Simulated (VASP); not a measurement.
C, 4 atoms in the cell. The cell holds a slab with vacuum, 4 atoms: a = 2.526 Å, b = 2.526 Å, c = 18.679 Å, α = 90.00°, β = 90.00°, γ = 90.00°. 

```yaml
Program: VASP 6.6.1
Task: single point
Functional: PBE
Potentials_or_basis: VASP PAW PBE potentials, release 64 (C)
Cutoff: 520 eV
k_mesh: 12 × 12 × 1
Occupations: fermi-dirac, width 0.02 eV
Spin: no spin polarisation
Dipole_correction: yes
Further_INCAR_settings: ALGO = Normal; EDIFF = 1e-06; NBANDS = 16
```

Potentials or basis: VASP PAW PBE potentials, release 64 (C).

The run is started by

```console
$ cat potpaw_PBE.64/C/POTCAR > POTCAR
$ mpirun -np 1 vasp_std > vasp.out
```

Hardware: 1 thread of AMD EPYC 9R45 96-Core Processor (Zen 5), with other jobs on the host.

Question: Estimate the wall time of this run.

Answer: It took 68 s on 1 thread of AMD EPYC 9R45 96-Core Processor (Zen 5) (shared host), peak memory 0.21 GiB. Counts: scf iterations 20, k points 49.
